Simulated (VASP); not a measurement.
# Ag: single point with PBE

The system is Ag.

```xyz
1
Lattice="-1.6510 1.6510 1.6510 1.6510 -1.6510 1.6510 1.6510 1.6510 -1.6510" Properties=species:S:1:pos:R:3 pbc="T T T"
Ag    0.0000    0.0000    0.0000
```

| Property | Result |
| --- | --- |
| Program | VASP 6.6.1 |
| Task | single point |
| Functional | PBE |
| Potentials or basis | VASP PAW PBE potentials, release 64 (Ag) |
| Cutoff | 520 eV |
| k mesh | 16 × 16 × 16 |
| Occupations | fermi-dirac, width 0.0612256 eV |
| Spin | no spin polarisation |

| Property | Result |
| --- | --- |
| Pressure | 0.0 GPa |

Levels at points of the mesh, in eV from the Fermi level:
```csv
k point,band 1,band 2,band 3,band 4,band 5,band 6,band 7,band 8,band 9,band 10
"(0.00, 0.00, 0.00)",-7.41,-4.76,-4.76,-4.76,-3.54,-3.54,17.74,17.74,17.74,23.24
"(0.50, 0.00, 0.00)",-6.11,-5.47,-3.60,-3.44,-2.62,0.02,3.82,13.11,13.98,19.31
"(0.50, 0.50, 0.50)",-6.07,-6.07,-2.85,-2.85,-2.85,6.72,6.72,6.72,12.06,13.02
```

It took 12 s on 1 thread of Intel(R) Xeon(R) Platinum 8488C (Sapphire Rapids) (shared host), peak memory 0.15 GiB.
